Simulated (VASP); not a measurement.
A run of VASP 6.6.1:

INCAR

```
SYSTEM = Li3Au
ALGO = Normal
DIPOL = 0.5 0.5 0.280
EDIFF = 1E-6
ENCUT = 520
GGA = PE
IDIPOL = 3
ISIF = 2
ISMEAR = 0
LASPH = .TRUE.
LCHARG = .TRUE.
LDIPOL = .TRUE.
LELF = .TRUE.
LREAL = .FALSE.
LVACPOTAV = .TRUE.
LVHAR = .TRUE.
LWAVE = .FALSE.
NBANDS = 18
NELM = 60
PREC = Accurate
SIGMA = 0.1
```

KPOINTS

```
k-points
0
G
  12 12 1
  0 0 0
```

Contents of POSCAR:

```
Li3Au
1.0
    3.9272699917      0.0000000000      0.0000000000
    0.0000000000      3.9272699917      0.0000000000
    0.0000000000      0.0000000000     28.5539159888
Li Au
3 1
Direct
    0.0000000000      0.5000000000      0.3146135144
    0.5000000000      0.0000000000      0.3146135144
    0.5000000000      0.5000000000      0.2358038863
    0.0000000000      0.0000000000      0.2556559990
```

Potentials or basis: VASP PAW PBE potentials, release 64 (Li_sv, Au).

Command:

```bash
$ cat potpaw_PBE.64/Li_sv/POTCAR potpaw_PBE.64/Au/POTCAR > POTCAR
$ mpirun -np 1 vasp_std > vasp.out
```

Hardware: 1 thread of Intel Xeon 6975P-C, on a shared host.

Q: Estimate the wall time of this run.

A: Run time: 6.9 min on 1 thread of Intel Xeon 6975P-C, on a shared host, peak memory 0.59 GiB. Counts: scf iterations 23, k points 28.
